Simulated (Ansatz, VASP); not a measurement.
# One calculation of BP, two programs

```
B P
1.0
     0.00000    2.17824    2.17824
     2.17824    0.00000    2.17824
     2.17824    2.17824    0.00000
B P
1 1
Cartesian
  0.0000 0.0000 0.0000
  3.2674 3.2674 3.2674
```

Change from the starting cell: strain -0.040 along x and y, -0.040 along z, atoms carried along.

Alike in both runs: task single point; functional LDA; k mesh 10 × 10 × 10; occupations gaussian, width 0.05 eV; no spin polarisation.

|  | VASP | Ansatz |
| --- | --- | --- |
| version | VASP 6.6.1 | Ansatz 0.2.0 |
| potentials or method | VASP PAW LDA potentials, release 64 (B, P), cutoff 500 eV | scalar-relativistic, plane waves, PAW |
| valence electrons in the cell | 8 | 8 |

|  | VASP | Ansatz | Ansatz less VASP |
| --- | --- | --- | --- |
| gap on the k mesh at the Fermi level (eV) | 1.04 | 1.04 | 0.000 |
| least direct gap on the mesh (eV) | 3.60 | 3.60 | -0.002 |
| pressure (GPa) | 18.7 | 18.9 | +0.18 |

LDA's correlation is that of Perdew and Zunger in VASP and of Perdew and Wang (1992) in Ansatz.
